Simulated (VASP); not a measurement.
# CO2 (I-42d) in VASP: further runs

Runs on CO2. Level: LDA. Tasks: single point.

Program: VASP 6.6.1. These are calculated values, not measurements. Logs are shortened: lines on timing, memory, paths and dates and some standing lists are left out, and cuts for length are marked.

## (1) The cell of the first run

The structure is tetragonal, space group I-42d (No. 122). The conventional cell has a = 3.869 Å, b = 3.869 Å, c = 5.905 Å, α = 90.00°, β = 90.00°, γ = 90.00°. C (site symmetry -4) has 4 O at 1.37 Å within 1.8 Å. O (site symmetry 2) has 2 C at 1.37 Å within 1.8 Å.

## (2) Single point, LDA

Input file INCAR:

```
SYSTEM = CO2
PREC = Accurate
ENCUT = 520
EDIFF = 1E-7
ISMEAR = -1
SIGMA = 0.05
LREAL = .FALSE.
LASPH = .TRUE.
NELM = 100
ALGO = Normal
ISIF = 2
LWAVE = .FALSE.
LCHARG = .TRUE.
LELF = .TRUE.
LVHAR = .TRUE.
NBANDS = 25
```

Input file KPOINTS:

```
Automatic mesh
0
G
  7 7 7
  0 0 0
```

Input file POSCAR:

```
CO2
1.0
   -1.9344151377      1.9344151377      2.9525293477
    1.9344151377     -1.9344151377      2.9525293477
    1.9344151377      1.9344151377     -2.9525293477
C O
2 4
Direct
    0.7500000000      0.2500000000      0.5000000000
    0.0000000000      0.0000000000      0.0000000000
    0.7097980000      0.1250000000      0.0847980000
    0.0402020000      0.6250000000      0.9152020000
    0.3750000000      0.2902020000      0.4152020000
    0.8750000000      0.9597980000      0.5847980000
```

Potentials or basis: VASP PAW LDA potentials, release 64 (C, O).

Launch:

```
> cat potpaw_LDA.64/C/POTCAR potpaw_LDA.64/O/POTCAR > POTCAR
> mpirun -np 1 vasp_std > vasp.out
```

OUTCAR:

```text
SYSTEM = CO2
   PREC = Accurate
   ENCUT = 520
   EDIFF = 1E-7
   ISMEAR = -1
   LREAL = .FALSE.
   LASPH = .TRUE.
   NELM = 100
   ISIF = 2

 ion  position               nearest neighbor table
   1  0.750  0.250  0.500-   4 1.37   5 1.37   6 1.37   3 1.37
   2  0.000  0.000  0.000-   3 1.37   4 1.37   5 1.37   6 1.37
   3  0.710  0.125  0.085-   2 1.37   1 1.37
   4  0.040  0.625  0.915-   1 1.37   2 1.37
   5  0.375  0.290  0.415-   1 1.37   2 1.37
   6  0.875  0.960  0.585-   1 1.37   2 1.37

  LATTYP: Found a body centered tetragonal cell.
 ALAT       =     3.8688302754
 C/A-ratio  =     1.5263162959

  Lattice vectors:

 A1 = (  -1.9344151377,   1.9344151377,   2.9525293477)
 A2 = (   1.9344151377,  -1.9344151377,   2.9525293477)
 A3 = (   1.9344151377,   1.9344151377,  -2.9525293477)

Analysis of symmetry for initial positions (statically):
=====================================================================
 Subroutine PRICEL returns:
 Original cell was already a primitive cell.

 Routine SETGRP: Setting up the symmetry group for a
 body centered tetragonal supercell.

 Subroutine GETGRP returns: Found  8 space group operations
 (whereof  4 operations were pure point group operations)
 out of a pool of 16 trial point group operations.

The static configuration has the point symmetry S_4 .
 The point group associated with its full space group is D_2d.

Analysis of symmetry for dynamics (positions and initial velocities):
=====================================================================
 Subroutine PRICEL returns:
 Original cell was already a primitive cell.

 Routine SETGRP: Setting up the symmetry group for a
 body centered tetragonal supercell.

 Subroutine GETGRP returns: Found  8 space group operations
 (whereof  4 operations were pure point group operations)
 out of a pool of 16 trial point group operations.

The dynamic configuration has the point symmetry S_4 .
 The point group associated with its full space group is D_2d.

 Subroutine INISYM returns: Found  8 space group operations
 (whereof  4 operations are pure point group operations),
 and found     1 'primitive' translations

----------------------------------------------------------------------------------------

                                     Primitive cell

  volume of cell :      44.1930

  direct lattice vectors                    reciprocal lattice vectors
    -1.934415138  1.934415138  2.952529348     0.000000000  0.258476058  0.169346327
     1.934415138 -1.934415138  2.952529348     0.258476058  0.000000000  0.169346327
     1.934415138  1.934415138 -2.952529348     0.258476058  0.258476058  0.000000000

  length of vectors
     4.025090483  4.025090483  4.025090483     0.309011409  0.309011409  0.365540347

  position of ions in fractional coordinates (direct lattice)
     0.750000000  0.250000000  0.500000000
     0.000000000  0.000000000  0.000000000
     0.709798000  0.125000000  0.084798000
     0.040202000  0.625000000  0.915202000
     0.375000000  0.290202000  0.415202000
     0.875000000  0.959798000  0.584798000

  ion indices of the primitive-cell ions
   primitive index   ion index
                 1           1
                 2           2
                 3           3
                 4           4
                 5           5
                 6           6

----------------------------------------------------------------------------------------

 KPOINTS: Automatic mesh

Automatic generation of k-mesh.
 Grid dimensions read from file:
 generate k-points for:    7    7    7

 Generating k-lattice:

  Cartesian coordinates                     Fractional coordinates (reciprocal lattice)
     0.000000000  0.036925151  0.024192332     0.142857143  0.000000000  0.000000000
     0.036925151  0.000000000  0.024192332     0.000000000  0.142857143  0.000000000
     0.036925151  0.036925151  0.000000000     0.000000000  0.000000000  0.142857143

  Length of vectors
     0.044144487  0.044144487  0.052220050

  Shift w.r.t. Gamma in fractional coordinates (k-lattice)
     0.000000000  0.000000000  0.000000000

 Subroutine IBZKPT returns following result:
 ===========================================

 Found     40 irreducible k-points:

 Following reciprocal coordinates:
            Coordinates               Weight
  0.000000  0.000000  0.000000      1.000000
  0.142857  0.000000  0.000000      8.000000
  0.285714 -0.000000  0.000000      8.000000
  0.428571  0.000000 -0.000000      8.000000
  0.142857  0.142857 -0.000000      8.000000
  0.285714  0.142857  0.000000     16.000000
[... 16 lines left out ...]
 -0.142857  0.285714  0.142857      8.000000
 -0.428571  0.428571  0.142857      8.000000
 [... further k-points ...]
   k-points           NKPTS =     40   k-points in BZ     NKDIM =     40   number of bands    NBANDS=     25
   number of dos      NEDOS =    301   number of ions     NIONS =      6
   total plane-waves  NPLWV =  27000
   dimension x,y,z NGX =    30 NGY =   30 NGZ =   30
   dimension x,y,z NGXF=    60 NGYF=   60 NGZF=   60
   ions per type =               2   4
   NGX,Y,Z   is equivalent  to a cutoff of  12.39, 12.39, 12.39 a.u.
   NGXF,Y,Z  is equivalent  to a cutoff of  24.78, 24.78, 24.78 a.u.
 SYSTEM =  CO2
   PREC   = accura    normal or accurate (medium, high low for compatibility)
   ISTART =      0    job   : 0-new  1-cont  2-samecut
   ICHARG =      2    charge: 1-file 2-atom 10-const
   ISPIN  =      1    spin polarized calculation?
   LNONCOLLINEAR =      F non collinear calculations
   LSORBIT =      F    spin-orbit coupling
   LASPH  =      T    aspherical Exc in radial PAW
   ENCUT  =  520.0 eV  38.22 Ry    6.18 a.u.   7.48  7.48  7.48*2*pi/ulx,y,z
   NELM   =    100;   NELMIN=  2; NELMDL= -5     # of ELM steps
   EDIFF  = 0.1E-06   stopping-criterion for ELM
   LREAL  =      F    real-space projection
   EDIFFG = 0.1E-05   stopping-criterion for IOM
   NSW    =      0    number of steps for IOM
   IBRION =     -1    ionic relax: 0-MD 1-quasi-New 2-CG
   NFREE  =      0    steps in history (QN), initial steepest desc. (CG)
   ISIF   =      2    stress and relaxation
   ISYM   =      2    0-nonsym 1-usesym 2-fastsym
   POTIM  = 0.5000    time-step for ionic-motion
   TEBEG  =    0.0;   TEEND  =   0.0 temperature during run
   PSTRESS=    0.0 pullay stress
   NELECT =      32.0000    total number of electrons
   NUPDOWN=      -1.0000    fix difference up-down
   EMIN   =  10.00;   EMAX   =-10.00  energy-range for DOS
   EFERMI =   0.00;   METHOD = LEGACY
   ISMEAR =    -1;   SIGMA  =   0.05  broadening in eV -4-tet -1-fermi 0-gaus
   EFERMI_NEDOS =   21; number of points for ismear=-14 and -15
   IALGO  =     38    algorithm
   IMIX   =      4    mixing-type and parameters
     AMIX     =   0.40;   BMIX     =  1.00
     AMIX_MAG =   1.60;   BMIX_MAG =  1.00
  volume/ion in A,a.u.               =       7.37        49.70
  Fermi-wavevector in a.u.,A,eV,Ry     =   1.470078  2.778044 29.403939  2.161129
  Thomas-Fermi vector in A             =   2.585378
   LORBIT       =      0    0 simple, 1 ext, 2 COOP (PROOUT), +10 PAW based schemes
   GGA     = CA    functional components
   LHFCALC =     F    Hartree Fock is set to
   AEXX    =    0.0000 exact exchange contribution
   IVDW    =     0    specifies the selected vdW correction
   LEPSILON=     F    determine dielectric tensor
   LRPA    =     F    only Hartree local field effects (RPA)
 non-spin polarized calculation
  energy-cutoff  :      520.00
  volume of cell :       44.19
 maximum number of plane-waves:      1203
 NGX is ok and might be reduce to    30
   NGX = 15   NGY = 15   NGZ = 15

 number of electron      31.9999980 magnetization

 Free energy of the ion-electron system (eV)
  ---------------------------------------------------
  ext. energy  EPLUGINS =         0.00000000
  ---------------------------------------------------
  free energy    TOTEN  =       -49.08239502 eV

  energy without entropy =      -49.08239502  energy(sigma->0) =      -49.08239502

 E-fermi :   3.7591     XC(G=0): -12.0057

 val. band max:        2.5995515199   @ k =   0.4286   0.0000  -0.0000
 cond. band min:      10.2410384499   @ k =   0.0000   0.0000   0.0000
 fundamental gap:      7.6414869300
 Fermi energy:         3.7590696030

 k-point     1 :       0.0000    0.0000    0.0000
  band No.  band energies     occupation
      1     -21.8711      2.00000
      2     -16.3747      2.00000
      3     -16.3747      2.00000
      4     -15.7175      2.00000
      5     -12.3355      2.00000
      6      -7.6017      2.00000
[... 17 lines left out ...]
     24      18.0098      0.00000
     25      18.0098      0.00000

 k-point     2 :       0.1429    0.0000    0.0000
  band No.  band energies     occupation
      1     -21.7313      2.00000
      2     -16.7354      2.00000
      3     -16.4146      2.00000
      4     -15.8926      2.00000
      5     -11.8863      2.00000
      6      -7.5731      2.00000
[... 17 lines left out ...]
     24      17.9569      0.00000
     25      18.3100      0.00000

 k-point     3 :       0.2857   -0.0000    0.0000
  band No.  band energies     occupation
      1     -21.3475      2.00000
      2     -17.6491      2.00000
      3     -16.4859      2.00000
      4     -16.0557      2.00000
      5     -11.1071      2.00000
      6      -7.5188      2.00000
[... 17 lines left out ...]
     24      17.5429      0.00000
     25      18.3929      0.00000

 k-point     4 :       0.4286    0.0000   -0.0000
  band No.  band energies     occupation
      1     -20.9009      2.00000
      2     -18.4573      2.00000
      3     -16.5268      2.00000
      4     -16.1553      2.00000
      5     -10.6266      2.00000
      6      -7.4333      2.00000
[... 17 lines left out ...]
     24      17.2273      0.00000
     25      18.1543      0.00000
[... 477 lines left out ...]
 k-point    22 :      -0.2857    0.2857    0.1429
  band No.  band energies     occupation
      1     -20.9861      2.00000
      2     -18.2229      2.00000
      3     -16.5955      2.00000
      4     -16.1929      2.00000
      5     -10.5014      2.00000
      6      -8.0289      2.00000
[... 17 lines left out ...]
     24      17.5214      0.00000
     25      17.9538      0.00000

 k-point    23 :      -0.1429    0.2857    0.1429
  band No.  band energies     occupation
      1     -21.0620      2.00000
      2     -18.1396      2.00000
      3     -16.5790      2.00000
      4     -16.1328      2.00000
      5     -10.6587      2.00000
      6      -7.5066      2.00000
[... 17 lines left out ...]
     24      17.4650      0.00000
     25      18.1848      0.00000

 k-point    24 :      -0.4286    0.4286    0.1429
  band No.  band energies     occupation
      1     -20.1989      2.00000
      2     -19.2378      2.00000
      3     -16.6233      2.00000
      4     -16.4779      2.00000
      5      -9.4854      2.00000
      6      -8.6480      2.00000
[... 17 lines left out ...]
     24      17.4850      0.00000
     25      18.0900      0.00000

 [... further k-points ...]
[... 5 lines left out ...]
  --------------------------------------------------------------------------------------
  -------------------------------------------------------------------------------------
  Total        1.7027396      1.7027396      1.0396405      0.0000000      0.0000000      0.0000000
  in kB       61.7312749     61.7312749     37.6912194      0.0000000      0.0000000      0.0000000
  external PRESSURE =      53.7179231 kB  Pullay stress =       0.0000000 kB

 VOLUME and BASIS-vectors are now :
 -----------------------------------------------------------------------------
  energy-cutoff  :      520.00
  volume of cell :       44.19
      direct lattice vectors                 reciprocal lattice vectors
    -1.934415138  1.934415138  2.952529348     0.000000000  0.258476058  0.169346327
     1.934415138 -1.934415138  2.952529348     0.258476058  0.000000000  0.169346327
     1.934415138  1.934415138 -2.952529348     0.258476058  0.258476058  0.000000000

 POSITION                                       TOTAL-FORCE (eV/Angst)
 -----------------------------------------------------------------------------------
      0.00000      1.93442      1.47626        -0.000000      0.000000      0.000000
      0.00000      0.00000      0.00000        -0.000000      0.000000     -0.000000
     -0.96721      1.29528      2.21440        -0.000000     -0.499226     -0.000000
      2.90162      0.63914     -0.73813        -0.000000      0.499226     -0.000000
      0.63914      0.96721      0.73813         0.499226      0.000000     -0.000000
      1.29528      0.96721      3.69066        -0.499226      0.000000     -0.000000
 -----------------------------------------------------------------------------------
    total drift:                               -0.000001     -0.000001     -0.000001

  FREE ENERGIE OF THE ION-ELECTRON SYSTEM (eV)
  ---------------------------------------------------
  free  energy   TOTEN  =       -49.0823950214 eV

  energy  without entropy=      -49.0823950214  energy(sigma->0) =      -49.08239502
```

Run time: 94 s. Hardware: 1 thread of AMD EPYC 7R13, shared host; peak memory 0.13 GiB.

What came out:

```
Free energy            : -49.0824 eV
Pressure               : 5.4 GPa
Largest force          : 0.499 eV/Å
Band gap on the k mesh : 7.64 eV, indirect (least direct gap 8.15 eV)
```

Forces in eV/Å, atoms in the order of the input:
```
C    0.000  0.000  0.000
C    0.000  0.000  0.000
O    0.000 -0.499  0.000
O    0.000  0.499  0.000
O    0.499  0.000  0.000
O   -0.499  0.000  0.000
```

Stress tensor (GPa, compression positive):
```
6.17 0.00 0.00
0.00 6.17 0.00
0.00 0.00 3.77
```

A k mesh can miss the band edges.

[end of part 1 of 2]
